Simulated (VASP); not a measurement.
Input of a VASP 6.6.1 run:

The input INCAR:

```
  PREC = Accurate
  ENCUT = 520
  EDIFF = 1E-6
  ISMEAR = 0
  SIGMA = 0.15
  LREAL = False
  LASPH = True
  NELM = 100
  ALGO = Fast
  ISIF = 2
  LWAVE = False
  LCHARG = False
  NBANDS = 12
```

File KPOINTS:

```
Automatic mesh
0
Gamma
  22 22 22
```

File POSCAR:

```
Ag
1.0
   -1.9113129271      1.9113129271      1.2423534026
    1.9113129271     -1.9113129271      1.2423534026
    1.9113129271      1.9113129271     -1.2423534026
Ag
1
Direct
    0.0000000000      0.0000000000      0.0000000000
```

Potentials or basis: VASP PAW LDA potentials, release 64 (Ag).

Command:

```sh
$ cat potpaw_LDA.64/Ag/POTCAR > POTCAR
$ mpirun -np 1 vasp_std > vasp.out
```

What does it give for the band gap on the k mesh?

Zero (an odd number of electrons rules out a gap without spin polarisation).

Estimate the pressure.

-0.7 GPa.

Stress tensor (GPa, compression positive):
```
-13.16   0.00   0.00
  0.00 -13.16   0.00
  0.00   0.00  24.33
```
